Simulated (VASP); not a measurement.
Crystal: In.

```xyz
2
Lattice="-2.9175 2.9175 1.5915 2.9175 -2.9175 1.5915 2.9175 2.9175 -1.5915" Properties=species:S:1:pos:R:3 pbc="T T T"
In    0.0000    0.0000    0.0000
In    0.0000    2.9175    0.7958
```

| Property | Result |
| --- | --- |
| Program | VASP 6.6.1 |
| Task | relaxation of cell and atoms |
| Functional | PBEsol |
| Potentials or basis | VASP PAW PBE potentials, release 64 (In_d) |
| Cutoff | 500 eV |
| k mesh | 20 × 20 × 20 |
| Occupations | gaussian, width 0.1 eV |
| Spin | no spin polarisation |

At the start: pressure -0.7 GPa; volume 27.09 Å³/atom.

Problem. How do energy, volume and symmetry change on relaxing?

Solution. Over 7 steps the energy falls by 3.7 meV/atom and the volume is 26.61 Å³/atom (-1.8 %); space group I4_1/amd (No. 141, to 0.1 Å) before and after.

The path:
| step | energy change (eV) | largest force (eV/Å) | pressure (GPa) | volume (Å³) |
| --- | --- | --- | --- | --- |
| 1 | 0.0000 | 0.0000 | -0.65 | 54.19 |
| 2 | -0.0041 | 0.0000 | -0.07 | 53.32 |
| 3 | -0.0048 | 0.0000 | 0.35 | 52.78 |
| 4 | -0.0067 | 0.0000 | 0.25 | 52.90 |
| 5 | -0.0073 | 0.0000 | 0.18 | 53.00 |
| 6 | -0.0074 | 0.0000 | -0.05 | 53.29 |
| 7 | -0.0074 | 0.0000 | 0.00 | 53.23 |

Final structure:
```xyz
2
Lattice="-2.9345 2.9345 1.5452 2.9345 -2.9345 1.5452 2.9345 2.9345 -1.5452" Properties=species:S:1:pos:R:3 pbc="T T T"
In    0.0000    0.0000    0.0000
In    0.0000    2.9345    0.7726
```

Caveat: the PAW data sets were made with another functional, which shifts forces and pressure a little.
